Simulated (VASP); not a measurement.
## MnS: single point with LDA

The system is MnS.

```
Mn S
1.0
     0.00000    2.45061    2.45061
     2.45061    0.00000    2.45061
     2.45061    2.45061    0.00000
Mn S
1 1
Cartesian
  0.0000 0.0000 0.0000
  3.6759 3.6759 3.6759
```

This cell differs from its parent crystal: volume scaled by 1.02.

```
Program             : VASP 6.6.1
Task                : single point
Functional          : LDA
Potentials or basis : VASP PAW LDA potentials, release 64 (Mn_pv, S)
Cutoff              : 520 eV
k mesh              : 14 × 14 × 14
Occupations         : gaussian, width 0.2 eV
Spin                : no spin polarisation
```

```json
{
 "Pressure": "-2.8 GPa"
}
```

Levels at points of the mesh, in eV from the Fermi level:
```csv
k point,band 7,band 8,band 9,band 10,band 11,band 12
"(0.00, 0.00, 0.00)",-4.77,-0.77,-0.77,3.85,3.85,3.85
"(0.50, 0.00, 0.00)",-4.46,-0.51,-0.51,-0.37,2.00,2.00
"(0.50, 0.50, 0.00)",-4.04,-1.86,-0.15,-0.07,0.23,0.23
```

Wall time 43 s on 1 thread of Intel(R) Xeon(R) Platinum 8488C (Sapphire Rapids), with other jobs on the host, peak memory 0.17 GiB.

Caveat: the run has no spin polarisation, though such a crystal can be magnetic; semilocal functionals often make such compounds metallic where correlation or magnetic order opens a gap, which also shifts bond lengths. Spin polarisation is off, so any magnetic state and its effect on volume and gap are missing.
